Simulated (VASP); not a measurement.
Set up this calculation in VASP 6.6.1, as the native input.

```yaml
Task: single point
Functional: LDA
Potentials_or_basis: VASP PAW LDA potentials, release 64 (Hf_pv, Si)
Cutoff: 520 eV
k_mesh: 10 × 10 × 10
Occupations: fermi-dirac, width 0.15 eV
Spin: no spin polarisation
Dipole_correction: no
Further_INCAR_settings: ALGO = Fast; EDIFF = 1e-07; NBANDS = 33
```

The structure of Hf2Si lies in POSCAR:

```
Hf2Si
1.0
   -3.1702140994      3.1702140994      2.5197798246
    3.1702140994     -3.1702140994      2.5197798246
    3.1702140994      3.1702140994     -2.5197798246
Hf Si
4 2
Direct
    0.8433395760      0.6566604240      0.5000000000
    0.3433395760      0.8433395760      0.1866791520
    0.1566604240      0.3433395760      0.5000000000
    0.6566604240      0.1566604240      0.8133208480
    0.7500000000      0.7500000000      0.0000000000
    0.2500000000      0.2500000000      0.0000000000
```

The input as run:

INCAR

```
PREC     = Accurate       # precision mode
ENCUT    = 520            # plane-wave cutoff, eV
EDIFF    = 1E-7           # SCF threshold, eV
ISMEAR   = -1             # smearing method
SIGMA    = 0.15           # smearing width, eV
LREAL    = F              # projectors in reciprocal space
LASPH    = T              # aspherical terms in the spheres
NELM     = 100            # most SCF steps
ALGO     = Fast           # electronic algorithm
ISIF     = 2              # what is computed and relaxed
LWAVE    = F              # write WAVECAR
LCHARG   = F              # write CHGCAR
GGA      = CA             # functional
NBANDS   = 33             # bands
```

KPOINTS

```
Automatic mesh
0
Gamma
  10 10 10
```

Potentials or basis: VASP PAW LDA potentials, release 64 (Hf_pv, Si).

Command:

```console
$ cat potpaw_LDA.64/Hf_pv/POTCAR potpaw_LDA.64/Si/POTCAR > POTCAR
$ mpirun -np 1 vasp_std > vasp.out
```

Results of the run:

```json
{
  "Pressure": "8.5 GPa",
  "Largest force": "0.008 eV/Å",
  "Band gap on the k mesh": "zero (bands 24 and 25 overlap by 0.89 eV)"
}
```

Caveat: the cell stands under pressure; spin-orbit coupling is left out, which moves the levels of the heavy elements.

Wall time 3.6 min on 1 thread of AMD EPYC 9R45 96-Core Processor (Zen 5) (shared host), peak memory 0.35 GiB.
